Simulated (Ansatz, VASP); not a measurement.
# Two plane-wave programs on Ta4H3

```
CELL_PARAMETERS angstrom
3.48465 0.00000 0.00000
0.00000 4.83444 0.00000
0.00000 0.00000 4.80016
ATOMIC_POSITIONS crystal
Ta 0.75340 0.24346 0.75542
Ta 0.24660 0.75654 0.75542
Ta 0.75340 0.75654 0.24458
Ta 0.24660 0.24346 0.24458
H 0.50000 0.50000 0.50000
H 0.50000 0.00000 0.50000
H 0.00000 0.50000 0.00000
```

Alike in both runs: functional PBE; k mesh 5 × 3 × 3; occupations gaussian, width 0.2 eV; no spin polarisation.

Ansatz relaxed the structure, and its values are those at the end. VASP's run is a single point on that final structure, the one shown.

```csv
,VASP,Ansatz
version,VASP 6.6.1,Ansatz 0.2.0
potentials or method,"VASP PAW PBE potentials, release 64 (Ta_pv, H), cutoff 520 eV","scalar-relativistic, plane waves, PAW"
valence electrons in the cell,47,55
```

|  | VASP | Ansatz | Ansatz less VASP |
| --- | --- | --- | --- |
| gap on the k mesh at the Fermi level (eV) | none | none | - |
| pressure (GPa) | 0.2 | 0.1 | -0.12 |
| rms of the force components (eV/Å) | 0.015 | 0.017 | +0.0020 |

A gap of «none» marks a metal or a gap that the smearing closes. VASP's potentials hold 47 valence electrons a cell and Ansatz's 55, so a difference there can come from the potentials and not from the codes.

The k mesh is coarse, so the values compare programs but aren't converged. Spin-orbit coupling is off throughout.
